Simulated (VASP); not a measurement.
A run of VASP 6.6.1:

Contents of INCAR:

```
SYSTEM = Si
ALGO = Normal
EDIFF = 1E-6
ENCUT = 520
GGA = PE
ISIF = 2
ISMEAR = 0
LASPH = .True.
LCHARG = .False.
LREAL = .False.
LWAVE = .False.
NBANDS = 26
NELM = 100
PREC = Accurate
SIGMA = 0.03
```

The input KPOINTS:

```
k-points
0
Gamma
  10 10 6
  0 0 0
```

Contents of POSCAR:

```
Si
1.0
    6.8787226371     -1.9109151862     -0.0337271026
    6.8787226371      1.9109151862     -0.0337271026
   -0.7735169406      0.0000000000      6.4667988959
Si
8
Direct
   -0.0089030857      0.1202274187      0.8741221558
    0.8797725813      1.0089030857      0.1258778442
    0.4876998543      0.6307607171      0.6536328742
    0.3692392829      0.5123001457      0.3463671258
    0.3934008639      0.0323862543      0.0570686657
    0.9676137457      0.6065991361      0.9429313343
    0.6826141483      0.7714373909      0.5855965457
    0.2285626091      0.3173858517      0.4144034543
```

Potentials or basis: VASP PAW PBE potentials, release 64 (Si).

Run with:

```console
$ cat potpaw_PBE.64/Si/POTCAR > POTCAR
$ mpirun -np 1 vasp_std > vasp.out
```

Hardware: 1 thread of Intel(R) Xeon(R) Platinum 8559C (Emerald Rapids), with other jobs on the host.

Question: How long does it take, and how much memory?

Answer: Run time: 12 min on 1 thread of Intel(R) Xeon(R) Platinum 8559C (Emerald Rapids), on a shared host, peak memory 0.7 GiB. Counts: scf iterations 14, k points 172.
